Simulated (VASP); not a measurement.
Here is a VASP 6.6.1 calculation.

Contents of INCAR:

```
SYSTEM = LaBe
PREC = Accurate
ENCUT = 600
EDIFF = 1E-7
ISMEAR = 0
SIGMA = 0.1
LREAL = .False.
LASPH = .True.
NELM = 200
ALGO = Normal
ISIF = 3
LWAVE = .False.
LCHARG = .False.
GGA = PE
IBRION = 2
NSW = 90
EDIFFG = -0.04
GGA_COMPAT = .False.
NELMIN = 4
LMAXMIX = 6
```

File KPOINTS:

```
Automatic mesh
0
Gamma
  6 6 6
  0 0 0
```

Contents of POSCAR:

```
LaBe
1.0
    3.3533309600      0.0000000000      0.0000000000
    0.0000000000      3.3533309600      0.0000000000
    0.0000000000      0.0000000000      3.3533309600
La Be
1 1
Direct
    0.0000000000      0.0000000000      0.0000000000
    0.5000000000      0.5000000000      0.5000000000
```

Potentials or basis: VASP PAW PBE potentials, release 64 (La, Be).

The run is started by

```console
$ cat potpaw_PBE.64/La/POTCAR potpaw_PBE.64/Be/POTCAR > POTCAR
$ mpirun -np 1 vasp_std > vasp.out
```

(1) What does it give for the space group after relaxing (to 0.05 Å)?

(2) Predict the relaxed cell.

(3) What does it give for the relaxed volume?

## Answers

(1) Pm-3m (No. 221).

(2) a = 3.593 Å, b = 3.593 Å, c = 3.593 Å, α = 90.00°, β = 90.00°, γ = 90.00°.

(3) 23.19 Å³/atom.

Caveat: the volume moved by over 15 % at a fixed basis, so the end points are rough.
